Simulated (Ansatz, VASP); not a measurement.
## One calculation of LiF, two programs

File POSCAR:

```
LiF
1.0
    0.0000000000      1.9852325259      1.9852325259
    1.9852325259      0.0000000000      1.9852325259
    1.9852325259      1.9852325259      0.0000000000
Li F
1 1
Direct
    0.0000000000      0.0000000000      0.0000000000
    0.5000000000      0.5000000000      0.5000000000
```

File INCAR.step1:

```
  PREC = Accurate
  ENCUT = 520
  EDIFF = 1E-5
  ISMEAR = 0
  SIGMA = 0.02
  LREAL = F
  LASPH = T
  NELM = 80
  ALGO = Normal
  ISIF = 2
  LWAVE = T
  LCHARG = F
  NBANDS = 12
  GGA = PE
```

File INCAR.step2:

```
  PREC = Accurate
  ENCUT = 520
  EDIFF = 1E-6
  ISMEAR = 0
  SIGMA = 0.02
  LREAL = F
  LASPH = T
  NELM = 80
  ALGO = Normal
  ISIF = 2
  LWAVE = F
  LCHARG = F
  GGA = PE
  LHFCALC = T
  HFSCREEN = 0.2079
  PRECFOCK = Normal
  NBANDS = 12
  ISTART = 1
```

KPOINTS

```
Automatic mesh
0
Gamma
  6 6 6
```

Input for Ansatz:

```yaml
crystal:
  lattice:
    - [0.0, 1.9852325259, 1.9852325259]
    - [1.9852325259, 0.0, 1.9852325259]
    - [1.9852325259, 1.9852325259, 0.0]
  atoms:
    - { symbol: Li, position: [0.0, 0.0, 0.0] }
    - { symbol: F, position: [0.5, 0.5, 0.5] }
basis:
  ecutwfc: 420
kpoints:
  mp_grid: { grid: [6, 6, 6] }
hamiltonian:
  xc: hse06
scf:
  occupations: { method: gaussian, width: 0.02 }
output:
  forces: true
  stress: true
  eigenvalues: true
  write_density: true
  write_potential: true
  elf: true
  volumetric_format: npy
```

Alike in both runs: task single point; functional HSE06; k mesh 6 × 6 × 6; occupations gaussian, width 0.02 eV; no spin polarisation.

|  | VASP | Ansatz |
| --- | --- | --- |
| version | VASP 6.6.1 | Ansatz 0.2.0 |
| potentials or method | VASP PAW PBE potentials, release 64 (Li_sv, F), cutoff 520 eV | scalar-relativistic, plane waves, PAW |
| valence electrons in the cell | 10 | 10 |

|  | VASP | Ansatz | Ansatz less VASP |
| --- | --- | --- | --- |
| gap on the k mesh at the Fermi level (eV) | 11.81 | 11.82 | +0.009 |
| least direct gap on the mesh (eV) | 11.81 | 11.82 | +0.009 |

Ansatz's warnings: stress exchange threshold loose, stress scf threshold loose.

The k mesh is coarse, so the values compare programs but aren't converged. Noted on VASP's run: the cutoff is short for stress, so the pressure is rough.
